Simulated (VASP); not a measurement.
# Nb (Im-3m) in VASP: further runs, part 2 of 2

VASP 6.6.1. The steps go on from the part before.

### 3 Single point, BLYP

This run uses another cell than the first one, of 18.89 Å³/atom.

Input file INCAR:

```
SYSTEM = Nb
PREC     = Accurate       ! precision mode
ENCUT    = 500            ! plane-wave cutoff, eV
EDIFF    = 1E-6           ! SCF threshold, eV
ISMEAR   = -1             ! smearing method
SIGMA    = 0.05           ! smearing width, eV
LREAL    = .FALSE.        ! projectors in reciprocal space
LASPH    = .TRUE.         ! aspherical terms in the spheres
NELM     = 120            ! most SCF steps
ALGO     = Normal         ! electronic algorithm
ISIF     = 2              ! what is computed and relaxed
LWAVE    = .FALSE.        ! write WAVECAR
LCHARG   = .FALSE.        ! write CHGCAR
GGA      = B5             ! functional
ALDAX    = 1.0          
AGGAX    = 1.0          
AGGAC    = 1.0          
ALDAC    = 0.0          
NBANDS   = 12             ! bands
GGA_COMPAT= .FALSE.
```

Input file KPOINTS:

```
Automatic mesh
0
G
  11 11 11
  0 0 0
```

Input file POSCAR:

```
Nb
1.0
   -1.6778385041      1.6778385041      1.6778385041
    1.6778385041     -1.6778385041      1.6778385041
    1.6778385041      1.6778385041     -1.6778385041
Nb
1
Direct
    0.0000000000      0.0000000000      0.0000000000
```

Potentials or basis: VASP PAW PBE potentials, release 64 (Nb_sv).

The run is started by

```bash
> cat potpaw_PBE.64/Nb_sv/POTCAR > POTCAR
> mpirun -np 1 vasp_std > vasp.out
```

OUTCAR:

```text
SYSTEM = Nb
   PREC = Accurate
   ENCUT = 500
   EDIFF = 1E-6
   ISMEAR = -1
   LREAL = .FALSE.
   LASPH = .TRUE.
   NELM = 120
   ISIF = 2
   GGA = B5

 ion  position               nearest neighbor table
   1  0.000  0.000  0.000-

  LATTYP: Found a body centered cubic cell.
 ALAT       =     3.3556770082

  Lattice vectors:

 A1 = (  -1.6778385041,   1.6778385041,   1.6778385041)
 A2 = (   1.6778385041,  -1.6778385041,   1.6778385041)
 A3 = (   1.6778385041,   1.6778385041,  -1.6778385041)

Analysis of symmetry for initial positions (statically):
=====================================================================
 Subroutine PRICEL returns:
 Original cell was already a primitive cell.

 Routine SETGRP: Setting up the symmetry group for a
 body centered cubic supercell.

 Subroutine GETGRP returns: Found 48 space group operations
 (whereof 48 operations were pure point group operations)
 out of a pool of 48 trial point group operations.

The static configuration has the point symmetry O_h .

Analysis of symmetry for dynamics (positions and initial velocities):
[... 165 lines left out ...]
  band No.  band energies     occupation
      1     -43.2539      2.00000
      2     -18.7609      2.00000
      3     -18.7609      2.00000
      4     -18.7609      2.00000
      5       5.4041      2.00000
      6      11.3575      0.00321
      7      11.3575      0.00321
      8      11.3575      0.00321
      9      14.1261      0.00000
     10      14.1261      0.00000
     11      25.3090      0.00000
     12      25.3090      0.00000
[... 331 lines left out ...]
 k-point    24 :       0.3636    0.1818    0.0909
  band No.  band energies     occupation
      1     -43.0384      2.00000
      2     -19.7250      2.00000
      3     -19.2911      2.00000
      4     -18.9533      2.00000
      5       8.8186      2.00000
      6       9.5851      2.00000
      7      11.3948      0.00152
      8      14.4465      0.00000
      9      14.8173      0.00000
     10      19.6555      0.00000
     11      20.9655      0.00000
     12      23.4661      0.00000

 [... further k-points ...]

------------------------ aborting loop because EDIFF is reached ----------------------------------------

  FORCE on cell =-STRESS in cart. coord.  units (eV):
  Direction    XX          YY          ZZ          XY          YZ          ZX
  --------------------------------------------------------------------------------------
  -------------------------------------------------------------------------------------
  Total       -0.0129812     -0.0129812     -0.0129812      0.0000000     -0.0000000     -0.0000000
  in kB       -1.1008203     -1.1008203     -1.1008203      0.0000000     -0.0000000     -0.0000000
  external PRESSURE =      -1.1008203 kB  Pullay stress =       0.0000000 kB

 VOLUME and BASIS-vectors are now :
 -----------------------------------------------------------------------------
  energy-cutoff  :      500.00
  volume of cell :       18.89
      direct lattice vectors                 reciprocal lattice vectors
    -1.677838504  1.677838504  1.677838504     0.000000000  0.298002459  0.298002459
     1.677838504 -1.677838504  1.677838504     0.298002459  0.000000000  0.298002459
     1.677838504  1.677838504 -1.677838504     0.298002459  0.298002459  0.000000000

 POSITION                                       TOTAL-FORCE (eV/Angst)
 -----------------------------------------------------------------------------------
      0.00000      0.00000      0.00000        -0.000000      0.000000     -0.000000
 -----------------------------------------------------------------------------------
    total drift:                                0.000000      0.000000      0.000000

  FREE ENERGIE OF THE ION-ELECTRON SYSTEM (eV)
  ---------------------------------------------------
  free  energy   TOTEN  =        -8.8551961299 eV

  energy  without entropy=       -8.8389895856  energy(sigma->0) =       -8.84709286
```

OSZICAR:

```text
N       E                     dE             d eps       ncg     rms          rms(c)
DAV:   1     0.112624772261E+03    0.11262E+03   -0.70535E+03  1360   0.104E+03
DAV:   2    -0.484883000522E+01   -0.11747E+03   -0.11378E+03  1504   0.378E+02
DAV:   3    -0.901656378939E+01   -0.41677E+01   -0.39989E+01  1920   0.611E+01
DAV:   4    -0.923666664920E+01   -0.22010E+00   -0.21869E+00  1840   0.132E+01
DAV:   5    -0.924356734233E+01   -0.69007E-02   -0.68987E-02  1968   0.208E+00    0.673E+00
DAV:   6    -0.888512132798E+01    0.35845E+00   -0.55421E-01  2152   0.918E+00    0.233E+00
DAV:   7    -0.884997657871E+01    0.35145E-01   -0.14987E-01  2220   0.466E+00    0.852E-01
DAV:   8    -0.885512290279E+01   -0.51463E-02   -0.10250E-02  1600   0.127E+00    0.577E-02
DAV:   9    -0.885518621250E+01   -0.63310E-04   -0.83563E-04  2228   0.287E-01    0.401E-02
DAV:  10    -0.885520167395E+01   -0.15461E-04   -0.28631E-05  1544   0.617E-02    0.114E-02
DAV:  11    -0.885519609914E+01    0.55748E-05   -0.49094E-06  1960   0.300E-02    0.328E-03
DAV:  12    -0.885519612989E+01   -0.30741E-07   -0.16372E-07   920   0.478E-03
   1 F= -.88551961E+01 E0= -.88470929E+01  d E =-.162065E-01
```

Run time: 7.7 s. Hardware: 1 thread of Intel Xeon 6975P-C (Granite Rapids), shared host; peak memory 0.14 GiB.

Results:

```
Free energy            : -8.8552 eV
Pressure               : -0.1 GPa
Band gap on the k mesh : zero (an odd number of electrons rules out a gap without spin polarisation)
```

Levels at points of the mesh, in eV from the Fermi level:
```tsv
k point	band 2	band 3	band 4	band 5	band 6	band 7	band 8	band 9	band 10	band 11
(0.00, 0.00, 0.00)	-29.80	-29.80	-29.80	-5.63	0.32	0.32	0.32	3.09	3.09	14.27
```

Caveat: the PAW data sets were made with another functional, which shifts forces and pressure a little.
